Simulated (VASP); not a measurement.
# MgO (nc) (Fm-3m) in VASP: vibrations by perturbation theory with PBE

Aim: the vibrations by perturbation theory of MgO (nc) with PBE.

Everything below comes from runs of VASP 6.6.1. Logs are shortened: lines on timing, memory, paths and dates and some standing lists are left out, and cuts for length are marked.

### Step 1. The cell of the first run

Symmetry: Fm-3m, No. 225, cubic system. The conventional cell has a = 4.255 Å, b = 4.255 Å, c = 4.255 Å, α = 90.00°, β = 90.00°, γ = 90.00°. Within 2.8 Å of Mg (site symmetry m-3m) lie 6 O at 2.13 Å. Within 2.8 Å of O (site symmetry m-3m) lie 6 Mg at 2.13 Å.

### Step 2. Vibrations by perturbation theory, PBE

Input file INCAR:

```
SYSTEM = MgO
PREC = Accurate
ENCUT = 520
EDIFF = 1E-8
ISMEAR = 0
SIGMA = 0.01
LREAL = .False.
LASPH = .True.
NELM = 60
ALGO = Normal
ISIF = 2
LWAVE = .False.
LCHARG = .False.
GGA = PE
IBRION = 8
NSW = 1
LEPSILON = .True.
```

Input file KPOINTS:

```
regular mesh
0
Gamma
  10 10 10
  0 0 0
```

Input file POSCAR:

```
MgO
1.0
    0.0000000000      2.1275047374      2.1275047374
    2.1275047374      0.0000000000      2.1275047374
    2.1275047374      2.1275047374      0.0000000000
Mg O
1 1
Direct
    0.0000000000      0.0000000000      0.0000000000
    0.5000000000      0.5000000000      0.5000000000
```

Potentials or basis: VASP PAW PBE potentials, release 64 (Mg, O).

Command:

```
> cat potpaw_PBE.64/Mg/POTCAR potpaw_PBE.64/O/POTCAR > POTCAR
> mpirun -np 1 vasp_std > vasp.out
```

OUTCAR:

```text
SYSTEM = MgO
   PREC = Accurate
   ENCUT = 520
   EDIFF = 1E-8
   ISMEAR = 0
   LREAL = .False.
   LASPH = .True.
   NELM = 60
   ISIF = 2
   GGA = PE
   IBRION = 8
   NSW = 1
   LEPSILON = .True.

 ion  position               nearest neighbor table
   1  0.000  0.000  0.000-   2 2.13   2 2.13   2 2.13   2 2.13   2 2.13   2 2.13
   2  0.500  0.500  0.500-   1 2.13   1 2.13   1 2.13   1 2.13   1 2.13   1 2.13

  LATTYP: Found a face centered cubic cell.
 ALAT       =     4.2550094748

  Lattice vectors:

 A1 = (   0.0000000000,   2.1275047374,   2.1275047374)
 A2 = (   2.1275047374,   0.0000000000,   2.1275047374)
 A3 = (   2.1275047374,   2.1275047374,   0.0000000000)

Analysis of symmetry for initial positions (statically):
=====================================================================
 Subroutine PRICEL returns:
 Original cell was already a primitive cell.

 Routine SETGRP: Setting up the symmetry group for a
 face centered cubic supercell.

 Subroutine GETGRP returns: Found 48 space group operations
 (whereof 48 operations were pure point group operations)
 out of a pool of 48 trial point group operations.

The static configuration has the point symmetry O_h .

Analysis of symmetry for dynamics (positions and initial velocities):
=====================================================================
 Subroutine PRICEL returns:
 Original cell was already a primitive cell.

 Routine SETGRP: Setting up the symmetry group for a
 face centered cubic supercell.

 Subroutine GETGRP returns: Found 48 space group operations
 (whereof 48 operations were pure point group operations)
 out of a pool of 48 trial point group operations.

The dynamic configuration has the point symmetry O_h .

 Subroutine INISYM returns: Found 48 space group operations
 (whereof 48 operations are pure point group operations),
 and found     1 'primitive' translations
[... 496 lines left out ...]
    -0.00464 -0.00000  0.00000
    -0.00000  0.00696 -0.00000
     0.00000 -0.00000  0.00696

 MACROSCOPIC STATIC DIELECTRIC TENSOR (including local field effects in DFT)
 ------------------------------------------------------
           3.171735     0.000000     0.000000
          -0.000000     3.171735     0.000000
          -0.000000    -0.000000     3.171735
 ------------------------------------------------------

 PIEZOELECTRIC TENSOR (including local field effects)  for field in x, y, z        (e  Angst)
          XX          YY          ZZ          XY          YZ          ZX
  --------------------------------------------------------------------------------
  x     0.00000     0.00000     0.00000     0.00000     0.00000     0.00000
  y     0.00000     0.00000     0.00000     0.00000     0.00000     0.00000
  z     0.00000     0.00000     0.00000     0.00000     0.00000     0.00000

 PIEZOELECTRIC TENSOR (including local field effects)  for field in x, y, z        (C/m^2)
          XX          YY          ZZ          XY          YZ          ZX
  --------------------------------------------------------------------------------
  x     0.00000     0.00000     0.00000     0.00000     0.00000     0.00000
  y     0.00000     0.00000     0.00000     0.00000     0.00000     0.00000
  z     0.00000     0.00000     0.00000     0.00000     0.00000     0.00000

 BORN EFFECTIVE CHARGES (including local field effects) (in |e|, cummulative output)
 ---------------------------------------------------------------------------------
 ion    1
    1     1.98187    -0.00000     0.00000
    2    -0.00000     1.98187     0.00000
    3     0.00000     0.00000     1.98187
 ion    2
    1    -1.98187     0.00000    -0.00000
    2     0.00000    -1.98187    -0.00000
    3    -0.00000    -0.00000    -1.98187

 INTERNAL STRAIN TENSOR FOR ION    2 for displacements in x,y,z  (eV/Angst):
          X           Y           Z          XY          YZ          ZX
  --------------------------------------------------------------------------------
  x     0.00000     0.00000     0.00000     0.00000     0.00000     0.00000
  y     0.00000     0.00000     0.00000     0.00000     0.00000     0.00000
  z     0.00000     0.00000     0.00000     0.00000     0.00000     0.00000

 SECOND DERIVATIVES (NOT SYMMETRIZED)
 ------------------------------------
               1X          1Y          1Z          2X          2Y          2Z
  1X    -4.769723    0.000000    0.000000    4.769723    0.000000    0.000000
  1Y     0.000000   -4.769723    0.000000    0.000000    4.769723    0.000000
  1Z     0.000000    0.000000   -4.769723    0.000000    0.000000    4.769723
  2X     4.787170    0.000000    0.000000   -4.787170    0.000000    0.000000
  2Y     0.000000    4.787170    0.000000    0.000000   -4.787170    0.000000
  2Z     0.000000    0.000000    4.787170    0.000000    0.000000   -4.787170

 Eigenvectors and eigenvalues of the dynamical matrix
 ----------------------------------------------------

   1 f  =   11.003924 THz    69.139696 2PiTHz  367.051408 cm-1    45.508554 meV
             X         Y         Z           dx          dy          dz
      0.000000  0.000000  0.000000    -0.000000    0.629364    0.000000
      2.127505  2.127505  2.127505     0.000000   -0.777110    0.000000
[... 21 lines left out ...]
   6 f/i=    0.009825 THz     0.061733 2PiTHz    0.327732 cm-1     0.040634 meV
             X         Y         Z           dx          dy          dz
      0.000000  0.000000  0.000000     0.514902    0.542696   -0.210376
      2.127505  2.127505  2.127505     0.417007    0.439517   -0.170378

--------------------------------------------------------------------------------------------------------

 MACROSCOPIC STATIC DIELECTRIC TENSOR IONIC CONTRIBUTION
 ------------------------------------------------------
           7.723009    -0.000000    -0.000000
          -0.000000     7.723009    -0.000000
          -0.000000    -0.000000     7.723009
 ------------------------------------------------------

 ELASTIC MODULI CONTR FROM IONIC RELAXATION (kBar)
 Direction    XX          YY          ZZ          XY          YZ          ZX
 --------------------------------------------------------------------------------
 XX           0.0000      0.0000      0.0000      0.0000      0.0000      0.0000
 YY           0.0000      0.0000      0.0000      0.0000      0.0000      0.0000
 ZZ           0.0000      0.0000      0.0000      0.0000      0.0000      0.0000
 XY           0.0000      0.0000      0.0000      0.0000      0.0000      0.0000
 YZ           0.0000      0.0000      0.0000      0.0000      0.0000      0.0000
 ZX           0.0000      0.0000      0.0000      0.0000      0.0000      0.0000
 --------------------------------------------------------------------------------

 PIEZOELECTRIC TENSOR IONIC CONTR  for field in x, y, z        (C/m^2)
          XX          YY          ZZ          XY          YZ          ZX
  --------------------------------------------------------------------------------
  x     0.00000     0.00000     0.00000     0.00000     0.00000     0.00000
  y     0.00000     0.00000     0.00000     0.00000     0.00000     0.00000
  z     0.00000     0.00000     0.00000     0.00000     0.00000     0.00000
```

OSZICAR:

```text
N       E                     dE             d eps       ncg     rms          rms(c)
DAV:   1     0.926045426545E+01    0.92605E+01   -0.49366E+03   904   0.884E+02
DAV:   2    -0.131711393834E+02   -0.22432E+02   -0.21570E+02   960   0.132E+02
[... 135 lines left out ...]
RMM:   6    -0.360128228907E+00    0.22914E-05   -0.97053E-08  2795   0.315E-03    0.921E-04
RMM:   7    -0.360118010493E+00    0.10218E-04   -0.23318E-08  2713   0.158E-03    0.130E-04
RMM:   8    -0.360118281372E+00   -0.27088E-06   -0.62484E-09  2612   0.176E-04    0.263E-05
RMM:   9    -0.360118466092E+00   -0.18472E-06   -0.65075E-09  2791   0.113E-04    0.497E-06
RMM:  10    -0.360118448629E+00    0.17463E-07   -0.62614E-09  2590   0.454E-05    0.139E-06
RMM:  11    -0.360118453048E+00   -0.44195E-08   -0.60997E-09  2389   0.414E-05    0.190E-07
 Linear response finished
```

stdout:

```text
POSCAR found type information on POSCAR MgO
 POSCAR found :  2 types and       2 ions
 scaLAPACK will be used
 LDA part: xc-table for (Slater+PW92), standard interpolation
 POSCAR, INCAR and KPOINTS ok, starting setup
 FFT: planning ... GRIDC
 FFT: planning ... GRID_SOFT
 FFT: planning ... GRID
 WAVECAR not read
 entering main loop
[... 23 lines left out ...]
  Direction:   3
 dielectric tensor                  component  3 :     0.038     0.236     3.172
 Linear response DOF=           2
 Linear response progress:
 first order change of Fermi-energy   0.51422E-04
 force on displaced ion       1 direction 1 :  -4.770   0.000   0.000
 Born effective charge ion    1 direction 1 :   1.982   0.000   0.000
 Linear response progress:
 first order change of Fermi-energy   0.12968E-02
 force on displaced ion       2 direction 1 :  -4.787   0.000   0.000
 Born effective charge ion    2 direction 1 :  -1.982   0.000   0.000
 Born effective charges drift removed
 Linear response finished
```

Run time: 3 min. Hardware: 1 thread of Intel Xeon 8259CL, shared host; peak memory 0.19 GiB.

What came out:

* Electronic dielectric tensor (diagonal): 3.17
* Born charges (mean of the diagonal): Mg +1.98; O -1.98 e
* Highest phonon frequency at Γ, LO-TO splitting left out: 367 cm⁻¹

Phonon frequencies in cm⁻¹ (negative: imaginary):
| q point | frequencies |
| --- | --- |
| (0.000, 0.000, 0.000) | 0 0 0 367 367 367 |

Electronic dielectric tensor:
```
3.17 0.00 0.00
0.00 3.17 0.00
0.00 0.00 3.17
```

Born effective charge tensors (e):
atom 1, Mg
```
1.98 0.00 0.00
0.00 1.98 0.00
0.00 0.00 1.98
```
atom 2, O
```
-1.98  0.00  0.00
 0.00 -1.98  0.00
 0.00  0.00 -1.98
```
